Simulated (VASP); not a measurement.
Here is a VASP 6.6.1 calculation.

INCAR

```
SYSTEM = AlN
PREC = Accurate
ENCUT = 520
EDIFF = 1E-7
ISMEAR = -1
SIGMA = 0.05
LREAL = .False.
LASPH = .True.
NELM = 60
ALGO = Normal
ISIF = 2
LWAVE = .False.
LCHARG = .False.
GGA = PS
NBANDS = 16
```

KPOINTS

```
regular mesh
0
Gamma
  10 10 6
  0 0 0
```

File POSCAR:

```
AlN
1.0
    3.1539652241      0.0000000000      0.0000000000
   -1.5769826120      2.7314140067      0.0000000000
    0.0000000000      0.0000000000      5.0465469904
Al N
2 2
Direct
    0.6666666667      0.3333333333      0.5000000000
    0.3333333333      0.6666666667      0.0000000000
    0.6666666667      0.3333333333      0.8800000000
    0.3333333333      0.6666666667      0.3800000000
```

Potentials or basis: VASP PAW PBE potentials, release 64 (Al, N).

Run with:

```console
$ cat potpaw_PBE.64/Al/POTCAR potpaw_PBE.64/N/POTCAR > POTCAR
$ mpirun -np 1 vasp_std > vasp.out
```

**Question.** Estimate the largest force.

**Answer.** 0.104 eV/Å.

**Question.** What does it give for the pressure?

**Answer.** -7.2 GPa.

Forces in eV/Å, atoms in the order of the input:
```
Al   0.000  0.000 -0.104
Al   0.000  0.000 -0.104
N    0.000  0.000  0.104
N    0.000  0.000  0.104
```

Caveat: the PAW data sets were made with another functional, which shifts forces and pressure a little.
